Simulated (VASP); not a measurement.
# WC (WC type): single point with PBE

The system is WC (WC type).

```
W C
1.0
     2.46361    0.00000    0.00000
    -1.23180    2.13355    0.00000
     0.00000    0.00000    2.48798
W C
1 1
Direct
  0.00000 0.00000 0.00000
  0.33333 0.66667 0.50000
```

```yaml
Program: VASP 6.6.1
Task: single point
Functional: PBE
Potentials_or_basis: VASP PAW PBE potentials, release 64 (W_sv, C)
Cutoff: 520 eV
k_mesh: 18 × 18 × 16
Occupations: fermi-dirac, width 0.1 eV
Spin: no spin polarisation
```

The pressure is 491.1 GPa. The band gap on the k mesh is zero (band 9 reaches 21.55 eV, above the bottom of band 10 at 17.41 eV).

Stress tensor (GPa, compression positive):
```
491.17   0.00   0.00
  0.00 491.17   0.00
  0.00   0.00 491.07
```

Levels at points of the mesh, in eV from the Fermi level:
```
           k point  band 5  band 6  band 7  band 8  band 9  band 10  band 11  band 12  band 13  band 14
(0.00, 0.00, 0.00)  -18.46   -8.39   -6.07   -6.07   -0.32     5.29     5.29     7.84     7.84     8.07
(0.50, 0.00, 0.00)  -14.19   -9.31   -7.39   -6.49   -0.77     3.22     7.97     8.77     8.84    12.91
(0.00, 0.00, 0.50)  -12.12  -10.78   -3.70   -3.70   -2.08    -2.08     4.16     5.30     5.30    12.32
(0.50, 0.00, 0.50)  -16.23  -10.54   -7.61   -5.32    2.06     8.14     9.00    10.37    14.66    17.60
```

It took 37 s on 1 thread of AMD EPYC 9R45 96-Core Processor (Zen 5), with other jobs on the host, peak memory 0.15 GiB.

Caveat: spin-orbit coupling is left out, which moves the levels of the heavy elements.
